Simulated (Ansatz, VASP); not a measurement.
## One calculation of InSb, two programs

File INCAR:

```
SYSTEM = InSb
ALGO = Normal
EDIFF = 1E-6
ENCUT = 500
GGA = PS
GGA_COMPAT = .FALSE.
ISIF = 2
ISMEAR = 0
LASPH = .TRUE.
LCHARG = .TRUE.
LELF = .TRUE.
LREAL = .FALSE.
LVHAR = .TRUE.
LWAVE = .FALSE.
NBANDS = 16
NELM = 120
PREC = Accurate
SIGMA = 0.15
```

The input KPOINTS:

```
k-points
0
G
  14 14 8
  0 0 0
```

File POSCAR:

```
InSb
1.0
    3.0361886953      0.0000000000      0.0000000000
    0.0000000000      3.0361886953      0.0000000000
    0.0000000000      0.0000000000      5.8525016686
In Sb
1 1
Direct
    0.0000000000      0.0000000000      0.0000000000
    0.0000000000      0.0000000000      0.5000000000
```

Input for Ansatz:

```yaml
crystal:
  lattice:
    - [3.0361886953, 0.0, 0.0]
    - [0.0, 3.0361886953, 0.0]
    - [0.0, 0.0, 5.8525016686]
  atoms:
    - { symbol: In, position: [0.0, 0.0, 0.0] }
    - { symbol: Sb, position: [0.0, 0.0, 0.5] }
basis:
  ecutwfc: 420
kpoints:
  mp_grid: { grid: [14, 14, 8] }
hamiltonian:
  xc: pbesol
  pseudopotentials: { kind: paw, azcp: { folder: soft_1 } }
scf:
  occupations: { method: gaussian, width: 0.15 }
output:
  forces: true
  stress: true
  eigenvalues: true
```

Change from the starting cell: normal strain along x +0.0000, normal strain along z -0.0400.

Alike in both runs: task single point; functional PBEsol; k mesh 14 × 14 × 8; occupations gaussian, width 0.15 eV; no spin polarisation.

|  | VASP | Ansatz |
| --- | --- | --- |
| version | VASP 6.6.1 | Ansatz 0.2.0 |
| potentials or method | VASP PAW PBE potentials, release 64 (In_d, Sb), cutoff 500 eV | scalar-relativistic, plane waves, PAW |
| valence electrons in the cell | 18 | 28 |

```csv
,VASP,Ansatz,Ansatz less VASP
gap on the k mesh at the Fermi level (eV),none,none,-
pressure (GPa),2.3,2.3,-0.05
"traceless stress, the component that is largest in VASP (GPa)",3.06,3.08,+0.023
```

VASP's potentials were made for PBE, not for PBEsol, and Ansatz warns of the same on its side. A gap of «none» marks a metal or a gap that the smearing closes. VASP's potentials hold 18 valence electrons a cell and Ansatz's 28, so a difference there can come from the potentials and not from the codes.

Spin-orbit coupling is off throughout.
